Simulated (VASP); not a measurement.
# ReP2 (P-4m2) in VASP: single point with PBE

Aim: the single point of ReP2 with PBE.

Program: VASP 6.6.1. These are calculated values, not measurements. Logs are shortened: lines on timing, memory, paths and dates and some standing lists are left out, and cuts for length are marked.

## Step 1: The cell of the first run

Symmetry: P-4m2, No. 115, tetragonal system. Conventional cell: a = 3.065 Å, b = 3.065 Å, c = 5.477 Å, α = 90.00°, β = 90.00°, γ = 90.00°. Within 3.1 Å of Re (site symmetry -4m2) lie 4 P at 2.30 Å and 4 Re at 3.06 Å. Within 3.1 Å of P (site symmetry 2mm) lie 2 Re at 2.30 Å and 8 P at 2.98 to 3.06 Å.

## Step 2: Single point, PBE (atoms taken out)

Input file INCAR:

```
SYSTEM = ReP2
ALGO = Normal
EDIFF = 1E-6
ENCUT = 500
GGA = PE
GGA_COMPAT = .False.
ISIF = 2
ISMEAR = 0
LASPH = .True.
LCHARG = .False.
LREAL = .False.
LWAVE = .False.
NBANDS = 20
NELM = 120
PREC = Accurate
SIGMA = 0.1
```

Input file KPOINTS:

```
k-points
0
Gamma
  14 14 8
  0 0 0
```

Input file POSCAR:

```
ReP2
1.0
    3.0648105658      0.0000000000      0.0000000000
    0.0000000000      3.0648105658      0.0000000000
    0.0000000000      0.0000000000      5.4769166691
Re P
1 2
Direct
    0.0000000000      0.0000000000      0.0000000000
    0.5000000000      0.0000000000      0.3136019040
    0.0000000000      0.5000000000      0.6863980960
```

Potentials or basis: VASP PAW PBE potentials, release 64 (Re_sv_GW, P).

Started as:

```
> cat potpaw_PBE.64/Re_sv_GW/POTCAR potpaw_PBE.64/P/POTCAR > POTCAR
> mpirun -np 1 vasp_std > vasp.out
```

OUTCAR:

```text
SYSTEM = ReP2
   EDIFF = 1E-6
   ENCUT = 500
   GGA = PE
   ISIF = 2
   ISMEAR = 0
   LASPH = .True.
   LREAL = .False.
   NELM = 120
   PREC = Accurate

 ion  position               nearest neighbor table
   1  0.000  0.000  0.000-   2 2.30   3 2.30   3 2.30   2 2.30
   2  0.500  0.000  0.314-   1 2.30   1 2.30
   3  0.000  0.500  0.686-   1 2.30   1 2.30

  LATTYP: Found a simple tetragonal cell.
 ALAT       =     3.0648105658
 C/A-ratio  =     1.7870326898

  Lattice vectors:

 A1 = (   3.0648105658,   0.0000000000,   0.0000000000)
 A2 = (   0.0000000000,   3.0648105658,   0.0000000000)
 A3 = (   0.0000000000,   0.0000000000,   5.4769166691)

Analysis of symmetry for initial positions (statically):
=====================================================================
 Subroutine PRICEL returns:
 Original cell was already a primitive cell.

 Routine SETGRP: Setting up the symmetry group for a
 simple tetragonal supercell.

 Subroutine GETGRP returns: Found  8 space group operations
 (whereof  8 operations were pure point group operations)
 out of a pool of 16 trial point group operations.

The static configuration has the point symmetry D_2d.

Analysis of symmetry for dynamics (positions and initial velocities):
=====================================================================
 Subroutine PRICEL returns:
 Original cell was already a primitive cell.

 Routine SETGRP: Setting up the symmetry group for a
 simple tetragonal supercell.

 Subroutine GETGRP returns: Found  8 space group operations
 (whereof  8 operations were pure point group operations)
 out of a pool of 16 trial point group operations.

The dynamic configuration has the point symmetry D_2d.

 Subroutine INISYM returns: Found  8 space group operations
 (whereof  8 operations are pure point group operations),
 and found     1 'primitive' translations

----------------------------------------------------------------------------------------

                                     Primitive cell

  volume of cell :      51.4450

  direct lattice vectors                    reciprocal lattice vectors
     3.064810566  0.000000000  0.000000000     0.326284440  0.000000000  0.000000000
     0.000000000  3.064810566  0.000000000     0.000000000  0.326284440  0.000000000
     0.000000000  0.000000000  5.476916669     0.000000000  0.000000000  0.182584483

  length of vectors
[... 74 lines left out ...]
 SYSTEM =  ReP2
   PREC   = accura    normal or accurate (medium, high low for compatibility)
   ISTART =      0    job   : 0-new  1-cont  2-samecut
   ICHARG =      2    charge: 1-file 2-atom 10-const
   ISPIN  =      1    spin polarized calculation?
   LNONCOLLINEAR =      F non collinear calculations
   LSORBIT =      F    spin-orbit coupling
   LASPH  =      T    aspherical Exc in radial PAW
   ENCUT  =  500.0 eV  36.75 Ry    6.06 a.u.   5.59  5.59  9.99*2*pi/ulx,y,z
   NELM   =    120;   NELMIN=  2; NELMDL= -5     # of ELM steps
   EDIFF  = 0.1E-05   stopping-criterion for ELM
   LREAL  =      F    real-space projection
[... 7 lines left out ...]
   TEBEG  =    0.0;   TEEND  =   0.0 temperature during run
   PSTRESS=    0.0 pullay stress
   NELECT =      25.0000    total number of electrons
   NUPDOWN=      -1.0000    fix difference up-down
   EMIN   =  10.00;   EMAX   =-10.00  energy-range for DOS
   EFERMI =   0.00;   METHOD = LEGACY
   ISMEAR =     0;   SIGMA  =   0.10  broadening in eV -4-tet -1-fermi 0-gaus
   EFERMI_NEDOS =   21; number of points for ismear=-14 and -15
   IALGO  =     38    algorithm
   IMIX   =      4    mixing-type and parameters
     AMIX     =   0.40;   BMIX     =  1.00
     AMIX_MAG =   1.60;   BMIX_MAG =  1.00
  volume/ion in A,a.u.               =      17.15       115.72
  Fermi-wavevector in a.u.,A,eV,Ry     =   1.287084  2.432237 22.539225  1.656586
  Thomas-Fermi vector in A             =   2.419120
   LORBIT       =      0    0 simple, 1 ext, 2 COOP (PROOUT), +10 PAW based schemes
   GGA     = PE    functional components
   LHFCALC =     F    Hartree Fock is set to
   AEXX    =    0.0000 exact exchange contribution
   IVDW    =     0    specifies the selected vdW correction
   LEPSILON=     F    determine dielectric tensor
   LRPA    =     F    only Hartree local field effects (RPA)
 non-spin polarized calculation
 Gauss-broadening in eV      SIGMA  =   0.10
  energy-cutoff  :      500.00
  volume of cell :       51.45
 maximum number of plane-waves:      1324
 NGX is ok and might be reduce to    24
   NGX = 11   NGY = 11   NGZ = 19

 number of electron      24.9999995 magnetization

 Free energy of the ion-electron system (eV)
  ---------------------------------------------------
  ext. energy  EPLUGINS =         0.00000000
  ---------------------------------------------------
  free energy    TOTEN  =       -23.55836856 eV

  energy without entropy =      -23.55098856  energy(sigma->0) =      -23.55467856

 E-fermi :   8.1899     XC(G=0): -11.4011

 val. band max:        8.1829557366   @ k =   0.4286   0.4286   0.3750
 cond. band min:       8.1928304033   @ k =   0.3571   0.2857   0.3750
 fundamental gap:      0.0098746667
 Fermi energy:         8.1898715447

 k-point     1 :       0.0000    0.0000    0.0000
  band No.  band energies     occupation
      1     -71.4962      2.00000
      2     -33.4673      2.00000
      3     -33.2868      2.00000
      4     -33.2868      2.00000
      5      -5.2408      2.00000
      6      -1.7077      2.00000
[... 541 lines left out ...]
     19      16.5319      0.00000
     20      17.9461      0.00000

 [... further k-points ...]

------------------------ aborting loop because EDIFF is reached ----------------------------------------

  FORCE on cell =-STRESS in cart. coord.  units (eV):
  Direction    XX          YY          ZZ          XY          YZ          ZX
  --------------------------------------------------------------------------------------
  -------------------------------------------------------------------------------------
  Total       -0.2299769     -0.2299769     -0.2544036      0.0000000     -0.0000000      0.0000000
  in kB       -7.1622813     -7.1622813     -7.9230141      0.0000000     -0.0000000      0.0000000
  external PRESSURE =      -7.4158589 kB  Pullay stress =       0.0000000 kB

 VOLUME and BASIS-vectors are now :
 -----------------------------------------------------------------------------
  energy-cutoff  :      500.00
  volume of cell :       51.45
      direct lattice vectors                 reciprocal lattice vectors
     3.064810566  0.000000000  0.000000000     0.326284440  0.000000000  0.000000000
     0.000000000  3.064810566  0.000000000     0.000000000  0.326284440  0.000000000
     0.000000000  0.000000000  5.476916669     0.000000000  0.000000000  0.182584483

 POSITION                                       TOTAL-FORCE (eV/Angst)
 -----------------------------------------------------------------------------------
      0.00000      0.00000      0.00000         0.000000     -0.000000      0.000000
      1.53241      0.00000      1.71757        -0.000000     -0.000000     -0.015829
      0.00000      1.53241      3.75935         0.000000      0.000000      0.015829
 -----------------------------------------------------------------------------------
    total drift:                               -0.000000     -0.000000      0.000000

  FREE ENERGIE OF THE ION-ELECTRON SYSTEM (eV)
  ---------------------------------------------------
  free  energy   TOTEN  =       -23.5583685623 eV

  energy  without entropy=      -23.5509885606  energy(sigma->0) =      -23.55467856
```

stdout:

```text
POSCAR found type information on POSCAR ReP
 POSCAR found :  2 types and       3 ions
 scaLAPACK will be used
 LDA part: xc-table for (Slater+PW92), standard interpolation
 POSCAR, INCAR and KPOINTS ok, starting setup
 FFT: planning ... GRIDC
 FFT: planning ... GRID_SOFT
 FFT: planning ... GRID
 WAVECAR not read
 entering main loop
```

Run time: 61 s. Hardware: 1 thread of Intel Xeon 6975P-C (Granite Rapids), shared host; peak memory 0.3 GiB.

Results:

```
Free energy            : -23.5584 eV
Pressure               : -0.7 GPa
Largest force          : 0.016 eV/Å
Band gap on the k mesh : zero (an odd number of electrons rules out a gap without spin polarisation)
```

Forces on the atoms (eV/Å):
```
Re   0.000  0.000  0.000
P    0.000  0.000 -0.016
P    0.000  0.000  0.016
```

Levels at points of the mesh, in eV from the Fermi level:
```csv
k point,band 10,band 11,band 12,band 13,band 14,band 15,band 16,band 17
"(0.00, 0.00, 0.00)",-2.15,-1.95,0.75,0.75,1.38,2.37,5.96,6.45
"(0.50, 0.00, 0.00)",-1.69,-1.61,-0.86,-0.69,2.10,3.07,3.75,4.28
"(0.50, 0.50, 0.00)",-3.12,-1.39,-1.30,-1.28,1.68,1.68,2.40,2.66
"(0.00, 0.00, 0.50)",-2.45,-0.53,0.87,1.38,2.32,2.32,3.96,3.96
"(0.50, 0.00, 0.50)",-2.98,-1.71,-0.81,1.82,2.95,3.29,3.49,5.03
"(0.50, 0.50, 0.50)",-4.00,-2.12,-2.12,-0.02,-0.02,1.88,2.41,4.17
```

Caveat: the cell differs from its parent crystal (atoms taken out); spin-orbit coupling is left out, which moves the levels of the heavy elements.
